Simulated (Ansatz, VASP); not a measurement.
One calculation of Si2P, two programs

Contents of INCAR:

```
ALGO = Normal
EDIFF = 1E-7
EDIFFG = -0.04
ENCUT = 600
GGA = PE
IBRION = 2
ISIF = 3
ISMEAR = 0
LASPH = True
LCHARG = False
LREAL = False
LWAVE = False
NELM = 60
NSW = 90
PREC = Accurate
SIGMA = 0.1
```

KPOINTS

```
k-points
0
Gamma
  6 6 6
```

POSCAR

```
Si2P
1.0
   -2.8639015000      2.8639015000      1.9830813600
    2.8639015000     -2.8639015000      1.9830813600
    2.8639015000      2.8639015000     -1.9830813600
Si P
4 2
Direct
    0.3750000000      0.6250000000      0.7500000000
    0.3750000000      0.1250000000      0.7500000000
    0.3750000000      0.6250000000      0.2500000000
    0.8750000000      0.6250000000      0.2500000000
    0.0000000000      0.0000000000      0.0000000000
    0.7500000000      0.2500000000      0.5000000000
```

Input for Ansatz:

```yaml
crystal:
  lattice:
    - [-2.8639015, 2.8639015, 1.98308136]
    - [2.8639015, -2.8639015, 1.98308136]
    - [2.8639015, 2.8639015, -1.98308136]
  atoms:
    - { symbol: Si, position: [0.375, 0.625, 0.75] }
    - { symbol: Si, position: [0.375, 0.125, 0.75] }
    - { symbol: Si, position: [0.375, 0.625, 0.25] }
    - { symbol: Si, position: [0.875, 0.625, 0.25] }
    - { symbol: P, position: [0.0, 0.0, 0.0] }
    - { symbol: P, position: [0.75, 0.25, 0.5] }
basis:
  ecutwfc: 420
kpoints:
  mp_grid: { grid: [6, 6, 6] }
hamiltonian:
  xc: pbe
scf:
  occupations: { method: gaussian, width: 0.1 }
  lower_state_search: "off"
output:
  forces: true
  stress: true
  eigenvalues: true
relax:
  adjacent_minimum: "off"
  f_tol: 0.04
  max_steps: 70
  cell: { stress_tol: 0.4 }
```

Alike in both runs: task relaxation of cell and atoms; functional PBE; k mesh 6 × 6 × 6; occupations gaussian, width 0.1 eV; no spin polarisation.

|  | VASP | Ansatz |
| --- | --- | --- |
| version | VASP 6.6.1 | Ansatz 0.2.0 |
| potentials or method | VASP PAW PBE potentials, release 64 (Si, P), cutoff 600 eV | scalar-relativistic, plane waves, PAW |
| valence electrons in the cell | 26 | 26 |

|  | VASP | Ansatz | Ansatz less VASP |
| --- | --- | --- | --- |
| gap on the k mesh at the Fermi level, each at its own relaxed structure (eV) | none | none | - |
| relaxed volume (Å³/atom) | 16.28 | 16.31 | +0.031 |
| relaxed length of the cell vector where the two differ most in proportion (Å) | 5.179 | 5.182 | +0.0029 |

A gap of «none» marks a metal or a gap that the smearing closes.

Noted on VASP's run: the volume moved by over 15 % at a fixed basis, so the end points are rough.
